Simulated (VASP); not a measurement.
# BaHCl (P4/nmm) in VASP: further runs

Runs on BaHCl. Level: LDA. Tasks: relaxation of shape and atoms at fixed volume, relaxation of cell and atoms.

Program: VASP 6.6.1. These are calculated values, not measurements. Logs are shortened: lines on timing, memory, paths and dates and some standing lists are left out, and cuts for length are marked.

## (1) The cell of the first run

The structure is tetragonal, space group P4/nmm (No. 129). Conventional cell: a = 4.212 Å, b = 4.212 Å, c = 6.773 Å, α = 90.00°, β = 90.00°, γ = 90.00°. Ba (site symmetry 4mm) has 4 H at 2.54 Å and 5 Cl at 3.05 to 3.11 Å within 3.3 Å. H (site symmetry -4m2) has 4 Ba at 2.54 Å and 4 H at 2.98 Å and 4 Cl at 3.12 Å within 3.3 Å. Within 4.0 Å of Cl (site symmetry 4mm) lie 6 Ba at 3.05 to 3.72 Å and 4 H at 3.12 Å and 4 Cl at 3.68 Å.

## (2) Relaxation of shape and atoms at fixed volume, LDA (20.03 Å³/atom)

File INCAR:

```
SYSTEM = BaHCl
  PREC = Accurate
  ENCUT = 600
  EDIFF = 1E-7
  ISMEAR = 0
  SIGMA = 0.02
  LREAL = .False.
  LASPH = .True.
  NELM = 80
  ALGO = Normal
  ISIF = 4
  LWAVE = .False.
  LCHARG = .False.
  IBRION = 2
  NSW = 50
  EDIFFG = -0.01
```

File KPOINTS:

```
regular mesh
0
Gamma
  6 6 4
  0 0 0
```

File POSCAR:

```
BaHCl
1.0
    4.2123819620      0.0000000000      0.0000000000
    0.0000000000      4.2123819620      0.0000000000
    0.0000000000      0.0000000000      6.7733296946
Ba H Cl
2 2 2
Direct
    0.0000000000      0.5000000000      0.2090596810
    0.5000000000      0.0000000000      0.7909403190
    0.0000000000      0.0000000000      0.0000000000
    0.5000000000      0.5000000000      0.0000000000
    0.0000000000      0.5000000000      0.6599980096
    0.5000000000      0.0000000000      0.3400019904
```

Potentials or basis: VASP PAW LDA potentials, release 64 (Ba_sv, H, Cl).

On the command line:

```
cat potpaw_LDA.64/Ba_sv/POTCAR potpaw_LDA.64/H/POTCAR potpaw_LDA.64/Cl/POTCAR > POTCAR
mpirun -np 1 vasp_std > vasp.out
```

OUTCAR:

```text
SYSTEM = BaHCl
   PREC = Accurate
   ENCUT = 600
   EDIFF = 1E-7
   ISMEAR = 0
   LREAL = .False.
   LASPH = .True.
   NELM = 80
   ISIF = 4
   IBRION = 2
   NSW = 50
   EDIFFG = -0.01

 ion  position               nearest neighbor table
   1  0.000  0.500  0.209-   3 2.54   4 2.54   3 2.54   4 2.54   5 3.05   6 3.11   6 3.11   6 3.11
                             6 3.11   2 4.11   2 4.11   2 4.11   2 4.11
   2  0.500  0.000  0.791-   3 2.54   4 2.54   4 2.54   3 2.54   6 3.05   5 3.11   5 3.11   5 3.11
                             5 3.11   1 4.11   1 4.11   1 4.11   1 4.11
   3  0.000  0.000  0.000-   1 2.54   2 2.54   1 2.54   2 2.54
   4  0.500  0.500  0.000-   1 2.54   2 2.54   2 2.54   1 2.54
   5  0.000  0.500  0.660-   1 3.05   2 3.11   2 3.11   2 3.11   2 3.11
   6  0.500  0.000  0.340-   2 3.05   1 3.11   1 3.11   1 3.11   1 3.11

  LATTYP: Found a simple tetragonal cell.
 ALAT       =     4.2123819620
 C/A-ratio  =     1.6079571501

  Lattice vectors:

 A1 = (   4.2123819620,   0.0000000000,   0.0000000000)
 A2 = (   0.0000000000,   4.2123819620,   0.0000000000)
 A3 = (   0.0000000000,   0.0000000000,   6.7733296946)

Analysis of symmetry for initial positions (statically):
=====================================================================
 Subroutine PRICEL returns:
 Original cell was already a primitive cell.

 Routine SETGRP: Setting up the symmetry group for a
 simple tetragonal supercell.

 Subroutine GETGRP returns: Found 16 space group operations
 (whereof  8 operations were pure point group operations)
 out of a pool of 16 trial point group operations.

The static configuration has the point symmetry D_2d.
 The point group associated with its full space group is D_4h.

Analysis of symmetry for dynamics (positions and initial velocities):
=====================================================================
 Subroutine PRICEL returns:
 Original cell was already a primitive cell.

 Routine SETGRP: Setting up the symmetry group for a
 simple tetragonal supercell.

 Subroutine GETGRP returns: Found 16 space group operations
 (whereof  8 operations were pure point group operations)
 out of a pool of 16 trial point group operations.

The dynamic configuration has the point symmetry D_2d.
 The point group associated with its full space group is D_4h.

 Subroutine INISYM returns: Found 16 space group operations
 (whereof  8 operations are pure point group operations),
 and found     1 'primitive' translations

----------------------------------------------------------------------------------------

                                     Primitive cell

  volume of cell :     120.1871

  direct lattice vectors                    reciprocal lattice vectors
     4.212381962  0.000000000  0.000000000     0.237395376  0.000000000  0.000000000
     0.000000000  4.212381962  0.000000000     0.000000000  0.237395376  0.000000000
     0.000000000  0.000000000  6.773329695     0.000000000  0.000000000  0.147637875

  length of vectors
     4.212381962  4.212381962  6.773329695     0.237395376  0.237395376  0.147637875

  position of ions in fractional coordinates (direct lattice)
     0.000000000  0.500000000  0.209059681
     0.500000000  0.000000000  0.790940319
     0.000000000  0.000000000  0.000000000
     0.500000000  0.500000000  0.000000000
     0.000000000  0.500000000  0.659998010
     0.500000000  0.000000000  0.340001990

  ion indices of the primitive-cell ions
   primitive index   ion index
                 1           1
                 2           2
                 3           3
                 4           4
                 5           5
                 6           6

----------------------------------------------------------------------------------------

 KPOINTS: regular mesh

Automatic generation of k-mesh.
 Grid dimensions read from file:
 generate k-points for:    6    6    4

 Generating k-lattice:

  Cartesian coordinates                     Fractional coordinates (reciprocal lattice)
     0.039565896  0.000000000  0.000000000     0.166666667  0.000000000  0.000000000
     0.000000000  0.039565896  0.000000000     0.000000000  0.166666667  0.000000000
     0.000000000  0.000000000  0.036909469     0.000000000  0.000000000  0.250000000

  Length of vectors
     0.039565896  0.039565896  0.036909469

  Shift w.r.t. Gamma in fractional coordinates (k-lattice)
     0.000000000  0.000000000  0.000000000

 Subroutine IBZKPT returns following result:
 ===========================================

 Found     30 irreducible k-points:

 Following reciprocal coordinates:
            Coordinates               Weight
  0.000000  0.000000  0.000000      1.000000
  0.166667  0.000000  0.000000      4.000000
  0.333333  0.000000  0.000000      4.000000
  0.500000  0.000000  0.000000      2.000000
  0.166667  0.166667  0.000000      4.000000
  0.333333  0.166667  0.000000      8.000000
[... 16 lines left out ...]
  0.333333  0.000000  0.500000      4.000000
  0.500000  0.000000  0.500000      2.000000
 [... further k-points ...]
   k-points           NKPTS =     30   k-points in BZ     NKDIM =     30   number of bands    NBANDS=     22
   number of dos      NEDOS =    301   number of ions     NIONS =      6
   total plane-waves  NPLWV =  69984
   dimension x,y,z NGX =    36 NGY =   36 NGZ =   54
   dimension x,y,z NGXF=    72 NGYF=   72 NGZF=  108
   ions per type =               2   2   2
   NGX,Y,Z   is equivalent  to a cutoff of  14.21, 14.21, 13.25 a.u.
   NGXF,Y,Z  is equivalent  to a cutoff of  28.42, 28.42, 26.51 a.u.
 SYSTEM =  BaHCl
   PREC   = accura    normal or accurate (medium, high low for compatibility)
   ISTART =      0    job   : 0-new  1-cont  2-samecut
   ICHARG =      2    charge: 1-file 2-atom 10-const
   ISPIN  =      1    spin polarized calculation?
   LNONCOLLINEAR =      F non collinear calculations
   LSORBIT =      F    spin-orbit coupling
   LASPH  =      T    aspherical Exc in radial PAW
   ENCUT  =  600.0 eV  44.10 Ry    6.64 a.u.   8.41  8.41 13.53*2*pi/ulx,y,z
   NELM   =     80;   NELMIN=  2; NELMDL= -5     # of ELM steps
   EDIFF  = 0.1E-06   stopping-criterion for ELM
   LREAL  =      F    real-space projection
   EDIFFG = -.1E-01   stopping-criterion for IOM
   NSW    =     50    number of steps for IOM
   IBRION =      2    ionic relax: 0-MD 1-quasi-New 2-CG
   NFREE  =      1    steps in history (QN), initial steepest desc. (CG)
   ISIF   =      4    stress and relaxation
   ISYM   =      2    0-nonsym 1-usesym 2-fastsym
   POTIM  = 0.5000    time-step for ionic-motion
   TEBEG  =    0.0;   TEEND  =   0.0 temperature during run
   PSTRESS=    0.0 pullay stress
   NELECT =      36.0000    total number of electrons
   NUPDOWN=      -1.0000    fix difference up-down
   EMIN   =  10.00;   EMAX   =-10.00  energy-range for DOS
   EFERMI =   0.00;   METHOD = LEGACY
   ISMEAR =     0;   SIGMA  =   0.02  broadening in eV -4-tet -1-fermi 0-gaus
   EFERMI_NEDOS =   21; number of points for ismear=-14 and -15
   IALGO  =     38    algorithm
   IMIX   =      4    mixing-type and parameters
     AMIX     =   0.40;   BMIX     =  1.00
     AMIX_MAG =   1.60;   BMIX_MAG =  1.00
  volume/ion in A,a.u.               =      20.03       135.18
  Fermi-wavevector in a.u.,A,eV,Ry     =   1.095359  2.069928 16.324420  1.199811
  Thomas-Fermi vector in A             =   2.231681
   LORBIT       =      0    0 simple, 1 ext, 2 COOP (PROOUT), +10 PAW based schemes
   GGA     = CA    functional components
   LHFCALC =     F    Hartree Fock is set to
   AEXX    =    0.0000 exact exchange contribution
   IVDW    =     0    specifies the selected vdW correction
   LEPSILON=     F    determine dielectric tensor
   LRPA    =     F    only Hartree local field effects (RPA)
 conjugate gradient relaxation of ions
 non-spin polarized calculation
 Gauss-broadening in eV      SIGMA  =   0.02
  energy-cutoff  :      600.00
  volume of cell :      120.19
 maximum number of plane-waves:      4035
 NGX is ok and might be reduce to    36
   NGX = 17   NGY = 17   NGZ = 27

--------------------------------------- Ionic step        1  -------------------------------------------

 number of electron      35.9999999 magnetization

 Free energy of the ion-electron system (eV)
  ---------------------------------------------------
  ext. energy  EPLUGINS =         0.00000000
  ---------------------------------------------------
  free energy    TOTEN  =       -25.68356693 eV

  energy without entropy =      -25.68356693  energy(sigma->0) =      -25.68356693

------------------------ aborting loop because EDIFF is reached ----------------------------------------

  FORCE on cell =-STRESS in cart. coord.  units (eV):
  Direction    XX          YY          ZZ          XY          YZ          ZX
  --------------------------------------------------------------------------------------
  -------------------------------------------------------------------------------------
  Total        3.0494435      3.0494435      2.8750722      0.0000000      0.0000000     -0.0000000
  in kB       40.6512086     40.6512086     38.3267183      0.0000000      0.0000000     -0.0000000
  external PRESSURE =      39.8763785 kB  Pullay stress =       0.0000000 kB
[... 185 lines left out ...]
  energy  without entropy=      -25.6838093277  energy(sigma->0) =      -25.68380933

--------------------------------------- Ionic step        6  -------------------------------------------

 number of electron      36.0000000 magnetization

 Free energy of the ion-electron system (eV)
  ---------------------------------------------------
  ext. energy  EPLUGINS =         0.00000000
  ---------------------------------------------------
  free energy    TOTEN  =       -25.68388355 eV

  energy without entropy =      -25.68388355  energy(sigma->0) =      -25.68388355

 E-fermi :   2.0467     XC(G=0):  -9.6875

 val. band max:        1.9520041268   @ k =   0.0000   0.0000   0.5000
 cond. band min:       4.3992922987   @ k =   0.0000   0.0000   0.5000
 fundamental gap:      2.4472881719
 Fermi energy:         2.0466678388

 k-point     1 :       0.0000    0.0000    0.0000
  band No.  band energies     occupation
      1     -23.8688      2.00000
      2     -23.7553      2.00000
      3     -12.9690      2.00000
      4     -12.5594      2.00000
      5      -9.4634      2.00000
      6      -9.1452      2.00000
[... 574 lines left out ...]
      6      -9.0801      2.00000
[... 14 lines left out ...]
     21       7.4388      0.00000
     22       7.4388      0.00000

 [... further k-points ...]

------------------------ aborting loop because EDIFF is reached ----------------------------------------

  FORCE on cell =-STRESS in cart. coord.  units (eV):
  Direction    XX          YY          ZZ          XY          YZ          ZX
  --------------------------------------------------------------------------------------
  -------------------------------------------------------------------------------------
  Total        2.9659970      2.9659970      2.9644655      0.0000000      0.0000000     -0.0000000
  in kB       39.5388093     39.5388093     39.5183934      0.0000000      0.0000000     -0.0000000
  external PRESSURE =      39.5320040 kB  Pullay stress =       0.0000000 kB
[... 21 lines left out ...]
  FREE ENERGIE OF THE ION-ELECTRON SYSTEM (eV)
  ---------------------------------------------------
  free  energy   TOTEN  =       -25.6838835493 eV

  energy  without entropy=      -25.6838835493  energy(sigma->0) =      -25.68388355

 reached required accuracy - stopping structural energy minimisation
```

Run time: 6.2 min. Hardware: 1 thread of Intel Xeon 8259CL, shared host; peak memory 0.27 GiB.

Results:

```
Free energy                  : -25.6839 eV
Energy gained by relaxing    : 0.1 meV/atom
Ionic steps                  : 6
Pressure after relaxing      : 4.0 GPa
Largest force after relaxing : 0.008 eV/Å
Band gap on the k mesh       : 2.45 eV
```

Forces in eV/Å, atoms in the order of the input:
```
Ba   0.000  0.000  0.002
Ba   0.000  0.000 -0.002
H    0.000  0.000  0.000
H    0.000  0.000  0.000
Cl   0.000  0.000  0.008
Cl   0.000  0.000 -0.008
```

Step by step:
```tsv
step	energy change (eV)	largest force (eV/Å)	pressure (GPa)	volume (Å³)
1	0.0000	0.0114	3.99	120.19
2	-0.0001	0.0046	3.98	120.19
3	-0.0002	0.0165	3.97	120.19
4	-0.0002	0.0146	3.97	120.19
5	-0.0002	0.0131	3.97	120.19
6	-0.0003	0.0084	3.95	120.19
```

Final structure:
```
Ba H Cl
1.0
     4.21996    0.00000    0.00000
     0.00000    4.21996    0.00000
     0.00000    0.00000    6.74901
Ba H Cl
2 2 2
Cartesian
  0.0000 2.1100 1.4101
  2.1100 0.0000 5.3389
  4.2200 0.0000 0.0000
  2.1100 2.1100 0.0000
  0.0000 2.1100 4.4576
  2.1100 4.2200 2.2915
```

Levels at points of the mesh, in eV from the valence-band top:
```csv
k point,band 15,band 16,band 17,band 18,band 19,band 20,band 21,band 22
"(0.00, 0.00, 0.00)",-2.37,-2.37,-1.21,-1.07,3.18,4.22,4.42,4.42
"(0.50, 0.00, 0.00)",-2.72,-2.72,-0.66,-0.66,4.45,4.45,4.65,4.65
"(0.50, 0.50, 0.00)",-2.41,-2.41,-0.68,-0.68,4.08,4.08,6.81,6.81
"(0.00, 0.00, 0.50)",-2.32,-2.32,-1.15,0.00,2.45,4.18,4.84,4.84
"(0.50, 0.00, 0.50)",-2.94,-2.94,-0.36,-0.36,4.67,4.67,5.49,5.49
"(0.50, 0.50, 0.50)",-2.38,-2.38,-0.70,-0.70,5.37,5.37,5.75,5.75
```

Caveat: spin-orbit coupling is left out, which moves the levels of the heavy elements. A k mesh can miss the band edges.

(Part 1 of 3 ends here.)
